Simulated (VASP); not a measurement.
Input of a VASP 6.6.1 run:

The input INCAR:

```
SYSTEM = TaN
PREC = Accurate
ENCUT = 520
EDIFF = 1E-7
ISMEAR = 0
SIGMA = 0.15
LREAL = .FALSE.
LASPH = .TRUE.
NELM = 60
ALGO = Normal
ISIF = 2
LWAVE = .FALSE.
LCHARG = .FALSE.
GGA = PS
NBANDS = 15
```

KPOINTS

```
Automatic mesh
0
G
  18 18 16
  0 0 0
```

The input POSCAR:

```
TaN
1.0
    3.0337000000      0.0000000000      0.0000000000
   -1.5168500000      2.6272612675      0.0000000000
    0.0000000000      0.0000000000      2.7631000000
Ta N
1 1
Direct
    0.3333333333      0.6666666667      0.5000000000
    0.0000000000      0.0000000000      0.0000000000
```

Potentials or basis: VASP PAW PBE potentials, release 64 (Ta_pv, N).

Run with:

```sh
$ cat potpaw_PBE.64/Ta_pv/POTCAR potpaw_PBE.64/N/POTCAR > POTCAR
$ mpirun -np 1 vasp_std > vasp.out
```

Problem. What does it give for the band gap on the k mesh?

Solution. Zero (band 8 reaches 8.07 eV, above the bottom of band 9 at 7.85 eV).

Problem. Estimate the pressure.

Solution. -8.0 GPa.

Stress tensor (GPa, compression positive):
```
-23.38   0.00   0.00
  0.00 -23.38   0.00
  0.00   0.00  22.79
```

Caveat: the PAW data sets were made with another functional, which shifts forces and pressure a little; spin-orbit coupling is left out, which moves the levels of the heavy elements.
